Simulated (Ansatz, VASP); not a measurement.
SnSe in VASP and in Ansatz

```
CELL_PARAMETERS angstrom
0.00000 3.01000 3.01000
3.01000 0.00000 3.01000
3.01000 3.01000 0.00000
ATOMIC_POSITIONS crystal
Sn 0.00000 0.00000 0.00000
Se 0.50000 0.50000 0.50000
```

Alike in both runs: task single point; functional LDA; k mesh 6 × 6 × 6; occupations methfessel-paxton of order 1, width 0.02 eV; no spin polarisation.

```csv
,VASP,Ansatz
version,VASP 6.6.1,Ansatz 0.2.0
potentials or method,"VASP PAW LDA potentials, release 64 (Sn_d, Se), cutoff 500 eV","plane waves, PAW"
valence electrons in the cell,20,30
```

Ansatz gave:

* pressure (GPa): -3.7

Task: Estimate VASP's values.

Result: Pressure (GPa): -3.6.

LDA's correlation is that of Perdew and Zunger in VASP and of Perdew and Wang (1992) in Ansatz. VASP's potentials hold 20 valence electrons a cell and Ansatz's 30, so a difference there can come from the potentials and not from the codes.
